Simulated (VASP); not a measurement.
# Ga3H10N3 in VASP: further runs

The runs below take Ga3H10N3 through single point, with PBE.

All numbers are computed with VASP 6.6.1; they aren't measurements. Logs are shortened: lines on timing, memory, paths and dates and some standing lists are left out, and cuts for length are marked.

## 1. The cell of the first run

The cell holds a wire with vacuum, 16 atoms: a = 13.200 Å, b = 14.300 Å, c = 5.243 Å, α = 90.00°, β = 90.00°, γ = 90.00°.

## 2. Single point, PBE

The input, INCAR:

```
SYSTEM = Ga3H10N3
  PREC = Accurate
  ENCUT = 520
  EDIFF = 1E-7
  ISMEAR = 0
  SIGMA = 0.05
  LREAL = Auto
  LASPH = .TRUE.
  NELM = 80
  ALGO = Normal
  ISIF = 2
  LWAVE = .FALSE.
  LCHARG = .TRUE.
  GGA = PE
  LELF = .TRUE.
  LVHAR = .TRUE.
  NBANDS = 46
```

The input, KPOINTS:

```
regular mesh
0
G
  1 1 6
  0 0 0
```

The input, POSCAR:

```
Ga3H10N3
1.0
   13.2000000000      0.0000000000      0.0000000000
    0.0000000000     14.3000000000      0.0000000000
    0.0000000000      0.0000000000      5.2430304722
Ga N H
3 3 10
Direct
    0.5609550932      0.4934389835      0.9991316875
    0.4390449068      0.4284683260      0.4991316875
    0.5609550932      0.6233802985      0.4991316875
    0.5609550932      0.4934389835      0.3758683125
    0.4390449068      0.4284683260      0.8758683125
    0.5609550932      0.6233802985      0.8758683125
    0.6582432495      0.4415903590      0.9007636443
    0.4390449068      0.3247710770      0.4007636443
    0.3417567505      0.4803169505      0.4007636443
    0.4636669370      0.6752289230      0.4007636443
    0.6582432495      0.6752289230      0.4007636443
    0.6241614113      0.4597538899      0.4397762132
    0.4390449068      0.3610981387      0.9397762132
    0.3758385887      0.4621534196      0.9397762132
    0.4977487752      0.6570653921      0.9397762132
    0.6241614113      0.6570653921      0.9397762132
```

Potentials or basis: VASP PAW PBE potentials, release 64 (Ga_d, N, H).

On the command line:

```console
$ cat potpaw_PBE.64/Ga_d/POTCAR potpaw_PBE.64/N/POTCAR potpaw_PBE.64/H/POTCAR > POTCAR
$ mpirun -np 1 vasp_std > vasp.out
```

OUTCAR:

```text
SYSTEM = Ga3H10N3
   PREC = Accurate
   ENCUT = 520
   EDIFF = 1E-7
   ISMEAR = 0
   LREAL = Auto
   LASPH = .TRUE.
   NELM = 80
   ISIF = 2
   GGA = PE

 ion  position               nearest neighbor table
   1  0.561  0.493  0.999-   7 1.57   5 1.97   6 1.97   4 1.98
   2  0.439  0.428  0.499-   8 1.57   9 1.57   4 1.97   5 1.98
   3  0.561  0.623  0.499-  10 1.57  11 1.57   4 1.97   6 1.98
   4  0.561  0.493  0.376-  12 1.02   2 1.97   3 1.97   1 1.98
   5  0.439  0.428  0.876-  14 1.02  13 1.02   1 1.97   2 1.98
   6  0.561  0.623  0.876-  15 1.02  16 1.02   1 1.97   3 1.98
   7  0.658  0.442  0.901-   1 1.57
   8  0.439  0.325  0.401-   2 1.57
   9  0.342  0.480  0.401-   2 1.57
  10  0.464  0.675  0.401-   3 1.57
  11  0.658  0.675  0.401-   3 1.57
  12  0.624  0.460  0.440-   4 1.02
  13  0.439  0.361  0.940-   5 1.02
  14  0.376  0.462  0.940-   5 1.02
  15  0.498  0.657  0.940-   6 1.02
  16  0.624  0.657  0.940-   6 1.02

  LATTYP: Found a simple orthorhombic cell.
 ALAT       =     5.2430304722
 B/A-ratio  =     2.5176279386
 C/A-ratio  =     2.7274302669

  Lattice vectors:

 A1 = (   0.0000000000,   0.0000000000,   5.2430304722)
 A2 = (  13.2000000000,   0.0000000000,   0.0000000000)
 A3 = (   0.0000000000,  14.3000000000,   0.0000000000)

Analysis of symmetry for initial positions (statically):
=====================================================================
 Subroutine PRICEL returns:
 Original cell was already a primitive cell.

 Routine SETGRP: Setting up the symmetry group for a
 simple orthorhombic supercell.

 Subroutine GETGRP returns: Found  1 space group operations
 (whereof  1 operations were pure point group operations)
 out of a pool of  8 trial point group operations.

The static configuration has the point symmetry C_1 .

Analysis of symmetry for dynamics (positions and initial velocities):
=====================================================================
 Subroutine PRICEL returns:
 Original cell was already a primitive cell.

 Routine SETGRP: Setting up the symmetry group for a
 simple orthorhombic supercell.

 Subroutine GETGRP returns: Found  1 space group operations
 (whereof  1 operations were pure point group operations)
 out of a pool of  8 trial point group operations.

The dynamic configuration has the point symmetry C_1 .

 Subroutine INISYM returns: Found  1 space group operations
 (whereof  1 operations are pure point group operations),
 and found     1 'primitive' translations

----------------------------------------------------------------------------------------

                                     Primitive cell

  volume of cell :     989.6744

  direct lattice vectors                    reciprocal lattice vectors
    13.200000000  0.000000000  0.000000000     0.075757576  0.000000000  0.000000000
     0.000000000 14.300000000  0.000000000     0.000000000  0.069930070  0.000000000
     0.000000000  0.000000000  5.243030472     0.000000000  0.000000000  0.190729389

  length of vectors
    13.200000000 14.300000000  5.243030472     0.075757576  0.069930070  0.190729389

  position of ions in fractional coordinates (direct lattice)
     0.560955093  0.493438983  0.999131687
     0.439044907  0.428468326  0.499131687
     0.560955093  0.623380299  0.499131687
     0.560955093  0.493438983  0.375868313
     0.439044907  0.428468326  0.875868313
     0.560955093  0.623380299  0.875868313
[... 8 lines left out ...]
     0.497748775  0.657065392  0.939776213
     0.624161411  0.657065392  0.939776213

  ion indices of the primitive-cell ions
   primitive index   ion index
                 1           1
                 2           2
                 3           3
                 4           4
                 5           5
                 6           6
[... 8 lines left out ...]
                15          15
                16          16

----------------------------------------------------------------------------------------

 KPOINTS: regular mesh

Automatic generation of k-mesh.
 Grid dimensions read from file:
 generate k-points for:    1    1    6

 Generating k-lattice:

  Cartesian coordinates                     Fractional coordinates (reciprocal lattice)
     0.075757576  0.000000000  0.000000000     1.000000000  0.000000000  0.000000000
     0.000000000  0.069930070  0.000000000     0.000000000  1.000000000  0.000000000
     0.000000000  0.000000000  0.031788232     0.000000000  0.000000000  0.166666667

  Length of vectors
     0.075757576  0.069930070  0.031788232

  Shift w.r.t. Gamma in fractional coordinates (k-lattice)
     0.000000000  0.000000000  0.000000000

 Subroutine IBZKPT returns following result:
 ===========================================

 Found      4 irreducible k-points:

 Following reciprocal coordinates:
            Coordinates               Weight
  0.000000  0.000000  0.000000      1.000000
  0.000000  0.000000  0.166667      2.000000
  0.000000  0.000000  0.333333      2.000000
  0.000000  0.000000  0.500000      1.000000
   k-points           NKPTS =      4   k-points in BZ     NKDIM =      4   number of bands    NBANDS=     46
   number of dos      NEDOS =    301   number of ions     NIONS =     16
   total plane-waves  NPLWV = 423360
   dimension x,y,z NGX =    98 NGY =  108 NGZ =   40
   dimension x,y,z NGXF=   196 NGYF=  216 NGZF=   80
   ions per type =               3   3  10
   NGX,Y,Z   is equivalent  to a cutoff of  12.34, 12.56, 12.68 a.u.
   NGXF,Y,Z  is equivalent  to a cutoff of  24.69, 25.11, 25.37 a.u.
 SYSTEM =  Ga3H10N3
   PREC   = accura    normal or accurate (medium, high low for compatibility)
   ISTART =      0    job   : 0-new  1-cont  2-samecut
   ICHARG =      2    charge: 1-file 2-atom 10-const
   ISPIN  =      1    spin polarized calculation?
   LNONCOLLINEAR =      F non collinear calculations
   LSORBIT =      F    spin-orbit coupling
   LASPH  =      T    aspherical Exc in radial PAW
   ENCUT  =  520.0 eV  38.22 Ry    6.18 a.u.  24.54 26.59  9.75*2*pi/ulx,y,z
   NELM   =     80;   NELMIN=  2; NELMDL= -5     # of ELM steps
   EDIFF  = 0.1E-06   stopping-criterion for ELM
   LREAL  =      T    real-space projection
   EDIFFG = 0.1E-05   stopping-criterion for IOM
   NSW    =      0    number of steps for IOM
   IBRION =     -1    ionic relax: 0-MD 1-quasi-New 2-CG
   NFREE  =      0    steps in history (QN), initial steepest desc. (CG)
   ISIF   =      2    stress and relaxation
   ISYM   =      2    0-nonsym 1-usesym 2-fastsym
   POTIM  = 0.5000    time-step for ionic-motion
   TEBEG  =    0.0;   TEEND  =   0.0 temperature during run
   PSTRESS=    0.0 pullay stress
   NELECT =      64.0000    total number of electrons
   NUPDOWN=      -1.0000    fix difference up-down
   EMIN   =  10.00;   EMAX   =-10.00  energy-range for DOS
   EFERMI =   0.00;   METHOD = LEGACY
   ISMEAR =     0;   SIGMA  =   0.05  broadening in eV -4-tet -1-fermi 0-gaus
   EFERMI_NEDOS =   21; number of points for ismear=-14 and -15
   IALGO  =     38    algorithm
   IMIX   =      4    mixing-type and parameters
     AMIX     =   0.40;   BMIX     =  1.00
     AMIX_MAG =   1.60;   BMIX_MAG =  1.00
  volume/ion in A,a.u.               =      61.85       417.42
  Fermi-wavevector in a.u.,A,eV,Ry     =   0.657109  1.241756  5.874889  0.431792
  Thomas-Fermi vector in A             =   1.728513
   LORBIT       =      0    0 simple, 1 ext, 2 COOP (PROOUT), +10 PAW based schemes
   GGA     = PE    functional components
   LHFCALC =     F    Hartree Fock is set to
   AEXX    =    0.0000 exact exchange contribution
   IVDW    =     0    specifies the selected vdW correction
   LEPSILON=     F    determine dielectric tensor
   LRPA    =     F    only Hartree local field effects (RPA)
 non-spin polarized calculation
 Gauss-broadening in eV      SIGMA  =   0.05
  energy-cutoff  :      520.00
  volume of cell :      989.67
 maximum number of plane-waves:     26666
 NGX is ok and might be reduce to    98
   NGX = 49   NGY = 53   NGZ = 19

 number of electron      64.0000006 magnetization

 Free energy of the ion-electron system (eV)
  ---------------------------------------------------
  ext. energy  EPLUGINS =         0.00000000
  ---------------------------------------------------
  free energy    TOTEN  =       -70.28491219 eV

  energy without entropy =      -70.28491219  energy(sigma->0) =      -70.28491219

 E-fermi :  -5.0520     XC(G=0):  -2.0429

 val. band max:       -5.2780901720   @ k =   0.0000   0.0000   0.0000
 cond. band min:      -0.6005436121   @ k =   0.0000   0.0000   0.5000
 fundamental gap:      4.6775465599
 Fermi energy:        -5.0520323796

 k-point     1 :       0.0000    0.0000    0.0000
  band No.  band energies     occupation
      1     -21.4751      2.00000
      2     -21.3186      2.00000
      3     -20.0566      2.00000
      4     -18.2005      2.00000
      5     -18.1443      2.00000
      6     -18.1376      2.00000
[... 36 lines left out ...]
     43       2.0777      0.00000
     44       2.1967      0.00000

 k-point     2 :       0.0000    0.0000    0.1667
  band No.  band energies     occupation
      1     -21.4615      2.00000
      2     -21.3111      2.00000
      3     -20.0473      2.00000
      4     -18.2008      2.00000
      5     -18.1412      2.00000
      6     -18.1383      2.00000
[... 36 lines left out ...]
     43       2.0880      0.00000
     44       2.2451      0.00000

 k-point     3 :       0.0000    0.0000    0.3333
  band No.  band energies     occupation
      1     -21.4339      2.00000
      2     -21.2961      2.00000
      3     -20.0279      2.00000
      4     -18.2016      2.00000
      5     -18.1400      2.00000
      6     -18.1344      2.00000
[... 36 lines left out ...]
     43       2.1561      0.00000
     44       2.3459      0.00000

 k-point     4 :       0.0000    0.0000    0.5000
  band No.  band energies     occupation
      1     -21.4198      2.00000
      2     -21.2885      2.00000
      3     -20.0178      2.00000
      4     -18.2022      2.00000
      5     -18.1408      2.00000
      6     -18.1303      2.00000
[... 36 lines left out ...]
     43       2.1593      0.00000
     44       2.2197      0.00000
 [bands above 44 left out]

------------------------ aborting loop because EDIFF is reached ----------------------------------------

  FORCE on cell =-STRESS in cart. coord.  units (eV):
  Direction    XX          YY          ZZ          XY          YZ          ZX
  --------------------------------------------------------------------------------------
  -------------------------------------------------------------------------------------
  Total        1.4180360      1.3586897      2.9768391     -0.0469152     -0.0987436      0.1651017
  in kB        2.2956490      2.1995737      4.8191849     -0.0759507     -0.1598554      0.2672821
  external PRESSURE =       3.1048025 kB  Pullay stress =       0.0000000 kB

 VOLUME and BASIS-vectors are now :
 -----------------------------------------------------------------------------
  energy-cutoff  :      520.00
  volume of cell :      989.67
      direct lattice vectors                 reciprocal lattice vectors
    13.200000000  0.000000000  0.000000000     0.075757576  0.000000000  0.000000000
     0.000000000 14.300000000  0.000000000     0.000000000  0.069930070  0.000000000
     0.000000000  0.000000000  5.243030472     0.000000000  0.000000000  0.190729389

 POSITION                                       TOTAL-FORCE (eV/Angst)
 -----------------------------------------------------------------------------------
      7.40461      7.05618      5.23848         0.974973     -0.560908      0.670294
      5.79539      6.12710      2.61696        -0.590892     -0.560858     -0.914772
      7.40461      8.91434      2.61696         0.189502      0.792270     -0.914637
      7.40461      7.05618      1.97069        -0.467521      0.268968      0.182499
      5.79539      6.12710      4.59220         0.261303      0.614977     -0.045918
      7.40461      8.91434      4.59220        -0.401707     -0.535625     -0.045831
[... 8 lines left out ...]
      6.57028      9.39604      4.92728         0.146530      0.308969      0.177507
      8.23893      9.39604      4.92728        -0.102965      0.114997      0.231248
 -----------------------------------------------------------------------------------
    total drift:                               -0.000336     -0.003171      0.004001

  FREE ENERGIE OF THE ION-ELECTRON SYSTEM (eV)
  ---------------------------------------------------
  free  energy   TOTEN  =       -70.2849121868 eV

  energy  without entropy=      -70.2849121868  energy(sigma->0) =      -70.28491219
```

Run time: 5.4 min. Hardware: 1 thread of Intel Xeon 6975P-C (Granite Rapids), shared host; peak memory 0.84 GiB.

What came out:

| Property | Result |
| --- | --- |
| Free energy | -70.2849 eV |
| Largest force | 1.309 eV/Å |
| Band gap on the k mesh | 4.68 eV, indirect (least direct gap 4.84 eV) |

Forces on the atoms (eV/Å):
```
Ga   0.975 -0.561  0.670
Ga  -0.591 -0.561 -0.915
Ga   0.190  0.792 -0.915
N   -0.468  0.269  0.182
N    0.261  0.615 -0.046
N   -0.402 -0.536 -0.046
H   -0.056  0.032 -0.070
H    0.208 -0.252  0.120
H   -0.014  0.319  0.095
H   -0.283 -0.148  0.095
H    0.323 -0.054  0.120
H    0.158 -0.091 -0.109
H   -0.151  0.032  0.231
H   -0.194 -0.281  0.178
H    0.147  0.309  0.178
H   -0.103  0.115  0.231
```

## 3. Single point, PBE

This run uses another cell than the first one, of 63.05 Å³/atom, 1.019 times its volume.

The input, INCAR:

```
PREC     = Accurate       # precision mode
ENCUT    = 520            # plane-wave cutoff, eV
EDIFF    = 1E-7           # SCF threshold, eV
ISMEAR   = 0              # smearing method
SIGMA    = 0.05           # smearing width, eV
LREAL    = Auto         
LASPH    = True           # aspherical terms in the spheres
NELM     = 100            # most SCF steps
ALGO     = Normal         # electronic algorithm
ISIF     = 2              # what is computed and relaxed
LWAVE    = False          # write WAVECAR
LCHARG   = True           # write CHGCAR
GGA      = PE             # functional
LELF     = True           # ELF
LVHAR    = True         
NBANDS   = 46             # bands
```

The input, KPOINTS:

```
regular mesh
0
Gamma
  1 1 6
```

The input, POSCAR:

```
Ga3H10N3
1.0
   13.2000000000      0.0000000000      0.0000000000
    0.0000000000     14.3000000000      0.0000000000
    0.0000000000      0.0000000000      5.3444796889
Ga N H
3 3 10
Direct
    0.5692326416      0.4890339262      1.0069867752
    0.4325847421      0.4256784219      0.4859013026
    0.5603133547      0.6299488540      0.4858920411
    0.5535462854      0.4973851865      0.3709687519
    0.4434351407      0.4323633118      0.8667588457
    0.5595328079      0.6179269108      0.8667551507
    0.6660459850      0.4374123799      0.9118275389
    0.4466783190      0.3193436956      0.4175093197
    0.3354053331      0.4822939151      0.4092939614
    0.4585638592      0.6792649387      0.4093752959
    0.6670981431      0.6718659486      0.4173971457
    0.6164304517      0.4638840320      0.4395823538
    0.4376600906      0.3653754070      0.9332237292
    0.3808972612      0.4658550402      0.9365126301
    0.4968711699      0.6512030459      0.9365719259
    0.6195247878      0.6560126668      0.9331425196
```

Potentials or basis: VASP PAW PBE potentials, release 64 (Ga_d, N, H).

On the command line:

```console
$ cat potpaw_PBE.64/Ga_d/POTCAR potpaw_PBE.64/N/POTCAR potpaw_PBE.64/H/POTCAR > POTCAR
$ mpirun -np 1 vasp_std > vasp.out
```

Run time: 5.4 min. Hardware: 1 thread of Intel Xeon 6975P-C (Granite Rapids), shared host; peak memory 0.84 GiB.

It converged, with:

```
Free energy            : -70.6331 eV
Largest force          : 0.039 eV/Å
Band gap on the k mesh : 5.07 eV, indirect (least direct gap 5.25 eV)
```

Forces on the atoms (eV/Å):
```
Ga   0.026 -0.015 -0.025
Ga  -0.025 -0.011 -0.018
Ga  -0.003  0.027 -0.016
N    0.000  0.000 -0.001
N   -0.016 -0.001  0.022
N   -0.008  0.014  0.021
H   -0.021  0.012  0.007
H    0.001  0.019  0.006
H    0.015 -0.013  0.003
H    0.018 -0.006  0.003
H   -0.016 -0.010  0.006
H    0.012 -0.007  0.008
H    0.009 -0.010 -0.003
H    0.002  0.010 -0.006
H   -0.007 -0.007 -0.005
H    0.013 -0.003 -0.003
```

Levels at points of the mesh, in eV from the valence-band top:
| k point | band 29 | band 30 | band 31 | band 32 | band 33 | band 34 | band 35 | band 36 |
| --- | --- | --- | --- | --- | --- | --- | --- | --- |
| (0.00, 0.00, 0.00) | -0.86 | -0.45 | -0.31 | 0.00 | 5.52 | 5.84 | 5.88 | 6.21 |
| (0.00, 0.00, 0.50) | -0.88 | -0.59 | -0.44 | -0.18 | 5.07 | 5.17 | 5.47 | 6.77 |
